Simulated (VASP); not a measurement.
# CdTe (F-43m) in VASP: notebook

CdTe is run at these levels: r2SCAN; tasks: single point.

Program: VASP 6.6.1. These are calculated values, not measurements. Logs are shortened: lines on timing, memory, paths and dates and some standing lists are left out, and cuts for length are marked.

## 1. The cell of the first run

It takes space group F-43m (No. 216, cubic). Conventional cell: a = 6.625 Å, b = 6.625 Å, c = 6.625 Å, α = 90.00°, β = 90.00°, γ = 90.00°. Cd (site symmetry -43m) has 4 Te at 2.87 Å within 3.8 Å. Within 3.8 Å of Te (site symmetry -43m) lie 4 Cd at 2.87 Å.

## 2. Single point, r2SCAN (volume changed by +3%)

Input file POSCAR:

```
CdTe
1.0
    0.0000000000      3.3123776309      3.3123776309
    3.3123776309      0.0000000000      3.3123776309
    3.3123776309      3.3123776309      0.0000000000
Cd Te
1 1
Direct
    0.0000000000      0.0000000000      0.0000000000
    0.2500000000      0.2500000000      0.2500000000
```

Input file INCAR.step1:

```
PREC = Accurate
ENCUT = 520
ISMEAR = 0
SIGMA = 0.01
LREAL = False
LASPH = True
NELM = 60
NBANDS = 16
GGA = PE
ALGO = Normal
EDIFF = 1E-4
LWAVE = True
LCHARG = False
```

Input file INCAR.step2:

```
PREC = Accurate
ENCUT = 520
EDIFF = 1E-6
ISMEAR = 0
SIGMA = 0.01
LREAL = False
LASPH = True
NELM = 60
ALGO = Normal
ISIF = 2
LWAVE = False
LCHARG = True
METAGGA = R2SCAN
LMIXTAU = True
LELF = True
LVHAR = True
NBANDS = 16
ISTART = 1
```

Input file KPOINTS:

```
regular mesh
0
Gamma
  6 6 6
```

Potentials or basis: VASP PAW PBE potentials, release 64 (Cd, Te).

Launch:

```sh
cat potpaw_PBE.64/Cd/POTCAR potpaw_PBE.64/Te/POTCAR > POTCAR
cp INCAR.step1 INCAR
mpirun -np 1 vasp_std > vasp.out
cp INCAR.step2 INCAR
mpirun -np 1 vasp_std > vasp.out
```

OUTCAR:

```text
PREC = Accurate
   ENCUT = 520
   EDIFF = 1E-6
   ISMEAR = 0
   LREAL = False
   LASPH = True
   NELM = 60
   ISIF = 2
   METAGGA = R2SCAN
   ISTART = 1

 ion  position               nearest neighbor table
   1  0.000  0.000  0.000-   2 2.87   2 2.87   2 2.87   2 2.87
   2  0.250  0.250  0.250-   1 2.87   1 2.87   1 2.87   1 2.87

  LATTYP: Found a face centered cubic cell.
 ALAT       =     6.6247552618

  Lattice vectors:

 A1 = (   0.0000000000,   3.3123776309,   3.3123776309)
 A2 = (   3.3123776309,   0.0000000000,   3.3123776309)
 A3 = (   3.3123776309,   3.3123776309,   0.0000000000)

Analysis of symmetry for initial positions (statically):
=====================================================================
 Subroutine PRICEL returns:
 Original cell was already a primitive cell.

 Routine SETGRP: Setting up the symmetry group for a
 face centered cubic supercell.

 Subroutine GETGRP returns: Found 24 space group operations
 (whereof 24 operations were pure point group operations)
 out of a pool of 48 trial point group operations.

The static configuration has the point symmetry T_d .

Analysis of symmetry for dynamics (positions and initial velocities):
=====================================================================
 Subroutine PRICEL returns:
 Original cell was already a primitive cell.

 Routine SETGRP: Setting up the symmetry group for a
 face centered cubic supercell.

 Subroutine GETGRP returns: Found 24 space group operations
 (whereof 24 operations were pure point group operations)
 out of a pool of 48 trial point group operations.

The dynamic configuration has the point symmetry T_d .

 Subroutine INISYM returns: Found 24 space group operations
 (whereof 24 operations are pure point group operations),
 and found     1 'primitive' translations

----------------------------------------------------------------------------------------

                                     Primitive cell

  volume of cell :      72.6858

  direct lattice vectors                    reciprocal lattice vectors
     0.000000000  3.312377631  3.312377631    -0.150948973  0.150948973  0.150948973
     3.312377631  0.000000000  3.312377631     0.150948973 -0.150948973  0.150948973
     3.312377631  3.312377631  0.000000000     0.150948973  0.150948973 -0.150948973

  length of vectors
     4.684409369  4.684409369  4.684409369     0.261451290  0.261451290  0.261451290

[... 70 lines left out ...]
   NELM   =     60;   NELMIN=  2; NELMDL=  0     # of ELM steps
   EDIFF  = 0.1E-05   stopping-criterion for ELM
   LREAL  =      F    real-space projection
   EDIFFG = 0.1E-04   stopping-criterion for IOM
   NSW    =      0    number of steps for IOM
   IBRION =     -1    ionic relax: 0-MD 1-quasi-New 2-CG
   NFREE  =      0    steps in history (QN), initial steepest desc. (CG)
   ISIF   =      2    stress and relaxation
   ISYM   =      2    0-nonsym 1-usesym 2-fastsym
   POTIM  = 0.5000    time-step for ionic-motion
   TEBEG  =    0.0;   TEEND  =   0.0 temperature during run
   PSTRESS=    0.0 pullay stress
   NELECT =      18.0000    total number of electrons
   NUPDOWN=      -1.0000    fix difference up-down
   EMIN   =  10.00;   EMAX   =-10.00  energy-range for DOS
   EFERMI =   0.00;   METHOD = LEGACY
   ISMEAR =     0;   SIGMA  =   0.01  broadening in eV -4-tet -1-fermi 0-gaus
   EFERMI_NEDOS =   21; number of points for ismear=-14 and -15
   IALGO  =     38    algorithm
   IMIX   =      4    mixing-type and parameters
     AMIX     =   0.40;   BMIX     =  1.00
     AMIX_MAG =   1.60;   BMIX_MAG =  1.00
  volume/ion in A,a.u.               =      36.34       245.25
  Fermi-wavevector in a.u.,A,eV,Ry     =   1.028054  1.942740 14.379923  1.056895
  Thomas-Fermi vector in A             =   2.162030
   LORBIT       =      0    0 simple, 1 ext, 2 COOP (PROOUT), +10 PAW based schemes
   METAGGA = R2SCAN    functional components
   LHFCALC =     F    Hartree Fock is set to
   AEXX    =    0.0000 exact exchange contribution
   IVDW    =     0    specifies the selected vdW correction
   LEPSILON=     F    determine dielectric tensor
   LRPA    =     F    only Hartree local field effects (RPA)
 non-spin polarized calculation
 Gauss-broadening in eV      SIGMA  =   0.01
  energy-cutoff  :      520.00
  volume of cell :       72.69
 maximum number of plane-waves:      1980
   NGX = 17   NGY = 17   NGZ = 17

 number of electron      18.0000006 magnetization

 Free energy of the ion-electron system (eV)
  ---------------------------------------------------
  ext. energy  EPLUGINS =         0.00000000
  ---------------------------------------------------
  free energy    TOTEN  =       -46.63480351 eV

  energy without entropy =      -46.63480351  energy(sigma->0) =      -46.63480351

 E-fermi :   1.6248     XC(G=0):  -8.8007

 val. band max:        1.5242144755   @ k =   0.0000   0.0000   0.0000
 cond. band min:       2.5827931647   @ k =   0.0000   0.0000   0.0000
 fundamental gap:      1.0585786892
 Fermi energy:         1.6248307243

 k-point     1 :       0.0000    0.0000    0.0000
  band No.  band energies     occupation
      1      -9.6329      2.00000
      2      -6.8378      2.00000
      3      -6.8378      2.00000
      4      -6.8378      2.00000
      5      -6.6028      2.00000
      6      -6.6028      2.00000
[... 281 lines left out ...]
      3      -6.7182      2.00000
      4      -6.6428      2.00000
      5      -6.5906      2.00000
      6      -6.1007      2.00000
[... 8 lines left out ...]
     15      12.8857      0.00000
     16      13.2937      0.00000

------------------------ aborting loop because EDIFF is reached ----------------------------------------

  FORCE on cell =-STRESS in cart. coord.  units (eV):
  Direction    XX          YY          ZZ          XY          YZ          ZX
  --------------------------------------------------------------------------------------
  -------------------------------------------------------------------------------------
  Total       -0.4697587     -0.4697587     -0.4697587     -0.0000000     -0.0000000     -0.0000000
  in kB      -10.3546609    -10.3546609    -10.3546609     -0.0000000     -0.0000000     -0.0000000
  external PRESSURE =     -10.3546609 kB  Pullay stress =       0.0000000 kB

 VOLUME and BASIS-vectors are now :
 -----------------------------------------------------------------------------
  energy-cutoff  :      520.00
  volume of cell :       72.69
      direct lattice vectors                 reciprocal lattice vectors
     0.000000000  3.312377631  3.312377631    -0.150948973  0.150948973  0.150948973
     3.312377631  0.000000000  3.312377631     0.150948973 -0.150948973  0.150948973
     3.312377631  3.312377631  0.000000000     0.150948973  0.150948973 -0.150948973

 POSITION                                       TOTAL-FORCE (eV/Angst)
 -----------------------------------------------------------------------------------
      0.00000      0.00000      0.00000         0.000000      0.000000      0.000000
      1.65619      1.65619      1.65619        -0.000000     -0.000000     -0.000000
 -----------------------------------------------------------------------------------
    total drift:                               -0.000001     -0.000001     -0.000001

  FREE ENERGIE OF THE ION-ELECTRON SYSTEM (eV)
  ---------------------------------------------------
  free  energy   TOTEN  =       -46.6348035078 eV

  energy  without entropy=      -46.6348035078  energy(sigma->0) =      -46.63480351
```

OUTCAR.step1:

```text
PREC = Accurate
   ENCUT = 520
   ISMEAR = 0
   LREAL = False
   LASPH = True
[... 514 lines left out ...]
      0.00000      0.00000      0.00000        -0.000000     -0.000000     -0.000000
      1.65619      1.65619      1.65619         0.000000      0.000000      0.000000
 -----------------------------------------------------------------------------------
    total drift:                               -0.000000     -0.000000     -0.000000

  FREE ENERGIE OF THE ION-ELECTRON SYSTEM (eV)
  ---------------------------------------------------
  free  energy   TOTEN  =        -4.8070942021 eV

  energy  without entropy=       -4.8070942021  energy(sigma->0) =       -4.80709420
```

OSZICAR.step1:

```text
N       E                     dE             d eps       ncg     rms          rms(c)
DAV:   1     0.100191581480E+03    0.10019E+03   -0.81276E+03   520   0.963E+02
DAV:   2    -0.143995584369E+01   -0.10163E+03   -0.96569E+02   608   0.237E+02
DAV:   3    -0.500914536878E+01   -0.35692E+01   -0.35636E+01   648   0.466E+01
DAV:   4    -0.504384246155E+01   -0.34697E-01   -0.34696E-01   760   0.389E+00
DAV:   5    -0.504392983968E+01   -0.87378E-04   -0.87378E-04   664   0.187E-01    0.490E+00
DAV:   6    -0.482091734324E+01    0.22301E+00   -0.37705E-01   584   0.697E+00    0.412E+00
DAV:   7    -0.480567928748E+01    0.15238E-01   -0.10113E-01   592   0.202E+00    0.163E+00
DAV:   8    -0.480667343762E+01   -0.99415E-03   -0.98242E-03   552   0.110E+00    0.441E-01
DAV:   9    -0.480703621837E+01   -0.36278E-03   -0.97011E-04   600   0.307E-01    0.954E-02
DAV:  10    -0.480709420211E+01   -0.57984E-04   -0.10074E-04   520   0.995E-02
   1 F= -.48070942E+01 E0= -.48070942E+01  d E =-.538067E-46
```

Run time: 52 s. Hardware: 1 thread of Intel Xeon Platinum 8488C (Sapphire Rapids), shared host; peak memory 0.22 GiB.

Results:

- Free energy: -46.6348 eV
- Pressure: -1.0 GPa
- Band gap on the k mesh: 1.06 eV, direct

Caveat: the PAW data sets were made with another functional, which shifts forces and pressure a little; spin-orbit coupling is left out, which moves the levels of the heavy elements.

(Part 1 of 2 ends here.)
